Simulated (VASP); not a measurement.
# GaAs (F-43m) in VASP: notebook, part 2 of 2

VASP 6.6.1. The steps go on from the part before.

## 4. Relaxation of cell and atoms, LDA

Contents of INCAR:

```
PREC = Accurate
ENCUT = 600
EDIFF = 1E-7
ISMEAR = 0
SIGMA = 0.01
LREAL = F
LASPH = T
NELM = 60
ALGO = Normal
ISIF = 3
LWAVE = F
LCHARG = F
IBRION = 2
NSW = 80
EDIFFG = -0.001
```

Contents of KPOINTS:

```
regular mesh
0
Gamma
  12 12 12
```

Contents of POSCAR:

```
GaAs
1.0
    0.0000000000      2.8015691422      2.8015691422
    2.8015691422      0.0000000000      2.8015691422
    2.8015691422      2.8015691422      0.0000000000
Ga As
1 1
Direct
    0.0000000000      0.0000000000      0.0000000000
    0.7500000000      0.7500000000      0.7500000000
```

Potentials or basis: VASP PAW LDA potentials, release 64 (Ga_d, As).

Started as:

```bash
$ cat potpaw_LDA.64/Ga_d/POTCAR potpaw_LDA.64/As/POTCAR > POTCAR
$ mpirun -np 1 vasp_std > vasp.out
```

OUTCAR:

```text
PREC = Accurate
   ENCUT = 600
   EDIFF = 1E-7
   ISMEAR = 0
   LREAL = F
   LASPH = T
   NELM = 60
   ISIF = 3
   IBRION = 2
   NSW = 80
   EDIFFG = -0.001

 ion  position               nearest neighbor table
   1  0.000  0.000  0.000-   2 2.43   2 2.43   2 2.43   2 2.43
   2  0.750  0.750  0.750-   1 2.43   1 2.43   1 2.43   1 2.43

  LATTYP: Found a face centered cubic cell.
 ALAT       =     5.6031382844

  Lattice vectors:

 A1 = (   0.0000000000,   2.8015691422,   2.8015691422)
 A2 = (   2.8015691422,   0.0000000000,   2.8015691422)
 A3 = (   2.8015691422,   2.8015691422,   0.0000000000)

Analysis of symmetry for initial positions (statically):
=====================================================================
 Subroutine PRICEL returns:
 Original cell was already a primitive cell.

 Routine SETGRP: Setting up the symmetry group for a
 face centered cubic supercell.

 Subroutine GETGRP returns: Found 24 space group operations
 (whereof 24 operations were pure point group operations)
 out of a pool of 48 trial point group operations.

The static configuration has the point symmetry T_d .

Analysis of symmetry for dynamics (positions and initial velocities):
=====================================================================
 Subroutine PRICEL returns:
 Original cell was already a primitive cell.

 Routine SETGRP: Setting up the symmetry group for a
 face centered cubic supercell.

 Subroutine GETGRP returns: Found 24 space group operations
 (whereof 24 operations were pure point group operations)
 out of a pool of 48 trial point group operations.

The dynamic configuration has the point symmetry T_d .

 Subroutine INISYM returns: Found 24 space group operations
 (whereof 24 operations are pure point group operations),
 and found     1 'primitive' translations

----------------------------------------------------------------------------------------

                                     Primitive cell

  volume of cell :      43.9779

  direct lattice vectors                    reciprocal lattice vectors
     0.000000000  2.801569142  2.801569142    -0.178471412  0.178471412  0.178471412
     2.801569142  0.000000000  2.801569142     0.178471412 -0.178471412  0.178471412
[... 102 lines left out ...]
   IALGO  =     38    algorithm
   IMIX   =      4    mixing-type and parameters
     AMIX     =   0.40;   BMIX     =  1.00
     AMIX_MAG =   1.60;   BMIX_MAG =  1.00
  volume/ion in A,a.u.               =      21.99       148.39
  Fermi-wavevector in a.u.,A,eV,Ry     =   1.215498  2.296959 20.101736  1.477436
  Thomas-Fermi vector in A             =   2.350883
   LORBIT       =      0    0 simple, 1 ext, 2 COOP (PROOUT), +10 PAW based schemes
   GGA     = CA    functional components
   LHFCALC =     F    Hartree Fock is set to
   AEXX    =    0.0000 exact exchange contribution
   IVDW    =     0    specifies the selected vdW correction
   LEPSILON=     F    determine dielectric tensor
   LRPA    =     F    only Hartree local field effects (RPA)
 conjugate gradient relaxation of ions
 non-spin polarized calculation
 Gauss-broadening in eV      SIGMA  =   0.01
  energy-cutoff  :      600.00
  volume of cell :       43.98
 maximum number of plane-waves:      1484
   NGX = 15   NGY = 15   NGZ = 15

--------------------------------------- Ionic step        1  -------------------------------------------

 number of electron      18.0000004 magnetization

 Free energy of the ion-electron system (eV)
  ---------------------------------------------------
  ext. energy  EPLUGINS =         0.00000000
  ---------------------------------------------------
  free energy    TOTEN  =        -9.64189047 eV

  energy without entropy =       -9.64189047  energy(sigma->0) =       -9.64189047

 E-fermi :   4.1572     XC(G=0): -10.0319

 val. band max:        4.0608203457   @ k =   0.0000   0.0000   0.0000
 cond. band min:       4.5972475424   @ k =   0.0000   0.0000   0.0000
 fundamental gap:      0.5364271968
 Fermi energy:         4.1572106368

 k-point     1 :       0.0000    0.0000    0.0000
  band No.  band energies     occupation
      1     -10.9178      2.00000
      2     -10.9178      2.00000
      3     -10.9178      2.00000
      4     -10.8329      2.00000
      5     -10.8329      2.00000
      6      -8.8999      2.00000
      7       4.0608      2.00000
      8       4.0608      2.00000
      9       4.0608      2.00000
     10       4.5972      0.00000
     11       7.7417      0.00000
     12       7.7417      0.00000
     13       7.7417      0.00000
[... 547 lines left out ...]
--------------------------------------- Ionic step        6  -------------------------------------------

 number of electron      18.0000006 magnetization

 Free energy of the ion-electron system (eV)
  ---------------------------------------------------
  ext. energy  EPLUGINS =         0.00000000
  ---------------------------------------------------
  free energy    TOTEN  =        -9.64206598 eV

  energy without entropy =       -9.64206598  energy(sigma->0) =       -9.64206598

 E-fermi :   4.0993     XC(G=0): -10.0131

 val. band max:        4.0192778313   @ k =   0.0000   0.0000   0.0000
 cond. band min:       4.5234382391   @ k =   0.0000   0.0000   0.0000
 fundamental gap:      0.5041604079
 Fermi energy:         4.0993255602

 k-point     1 :       0.0000    0.0000    0.0000
  band No.  band energies     occupation
      1     -10.9509      2.00000
      2     -10.9509      2.00000
      3     -10.9509      2.00000
      4     -10.8671      2.00000
      5     -10.8671      2.00000
      6      -8.9101      2.00000
      7       4.0193      2.00000
      8       4.0193      2.00000
      9       4.0193      2.00000
     10       4.5234      0.00000
     11       7.6993      0.00000
     12       7.6993      0.00000
     13       7.6993      0.00000
[... 397 lines left out ...]
  FREE ENERGIE OF THE ION-ELECTRON SYSTEM (eV)
  ---------------------------------------------------
  free  energy   TOTEN  =        -9.6420659755 eV

  energy  without entropy=       -9.6420659755  energy(sigma->0) =       -9.64206598

 reached required accuracy - stopping structural energy minimisation
```

Run time: 70 s. Hardware: 1 thread of Intel Xeon Platinum 8488C (Sapphire Rapids), shared host; peak memory 0.2 GiB.

Results:

* Free energy: -9.6421 eV
* Relaxed volume: 22.08 Å³/atom
* Relaxed cell: a = 3.968 Å, b = 3.968 Å, c = 3.968 Å, α = 60.00°, β = 60.00°, γ = 60.00°
* Space group after relaxing (to 0.1 Å): F-43m (No. 216)
* Energy gained by relaxing: 0.1 meV/atom
* Ionic steps: 6
* Pressure after relaxing: 0.0 GPa
* Band gap on the k mesh: 0.50 eV

The path:
| step | energy change (eV) | largest force (eV/Å) | pressure (GPa) | volume (Å³) |
| --- | --- | --- | --- | --- |
| 1 | 0.0000 | 0.0000 | 0.31 | 43.98 |
| 2 | -0.0001 | 0.0000 | -0.15 | 44.25 |
| 3 | -0.0002 | 0.0000 | 0.02 | 44.16 |
| 4 | -0.0002 | 0.0000 | -0.03 | 44.17 |
| 5 | -0.0002 | 0.0000 | 0.01 | 44.16 |
| 6 | -0.0002 | 0.0000 | 0.00 | 44.16 |

Final structure:
```cif
data_structure
_symmetry_space_group_name_H-M 'P 1'
_symmetry_Int_Tables_number 1
_cell_length_a 3.9676
_cell_length_b 3.9676
_cell_length_c 3.9676
_cell_angle_alpha 60.000
_cell_angle_beta 60.000
_cell_angle_gamma 60.000
_cell_volume 44.16
loop_
_atom_site_label
_atom_site_type_symbol
_atom_site_fract_x
_atom_site_fract_y
_atom_site_fract_z
_atom_site_occupancy
Ga1 Ga 0.00000 0.00000 0.00000 1
As1 As 0.75000 0.75000 0.75000 1
```

Levels at points of the mesh, in eV from the valence-band top:
| k point | band 5 | band 6 | band 7 | band 8 | band 9 | band 10 | band 11 | band 12 | band 13 |
| --- | --- | --- | --- | --- | --- | --- | --- | --- | --- |
| (0.00, 0.00, 0.00) | -14.89 | -12.93 | 0.00 | 0.00 | 0.00 | 0.50 | 3.68 | 3.68 | 3.68 |
| (0.50, 0.00, 0.00) | -14.88 | -11.09 | -6.82 | -1.18 | -1.18 | 0.93 | 4.59 | 4.59 | 7.59 |
| (0.50, 0.50, 0.00) | -14.87 | -10.32 | -6.98 | -2.77 | -2.77 | 1.30 | 1.54 | 10.22 | 10.22 |

## 5. Summary

| task | cell | k mesh | cutoff (eV) | smearing | gap on the mesh (eV) | pressure (GPa) |
| --- | --- | --- | --- | --- | --- | --- |
| single point | a = 3.962 Å, angles 60.0°, 2 atoms | 10 × 10 × 10 | 520 | gaussian 0.1 eV | 0.54 | 0.3 |
| single point | a = 3.962 Å, angles 60.0°, 2 atoms | 12 × 12 × 12 | 520 | gaussian 0.01 eV | 0.54 | 0.3 |
| relaxation of cell and atoms | relaxed from a = 3.962 Å, angles 60.0°, 2 atoms | 12 × 12 × 12 | 600 | gaussian 0.01 eV | 0.50 | 0.0 |

Alike in all rows: level LDA; potentials or basis VASP PAW LDA potentials, release 64 (Ga_d, As); no spin polarisation.

Absolute energies hang on the potentials; compare differences alone.
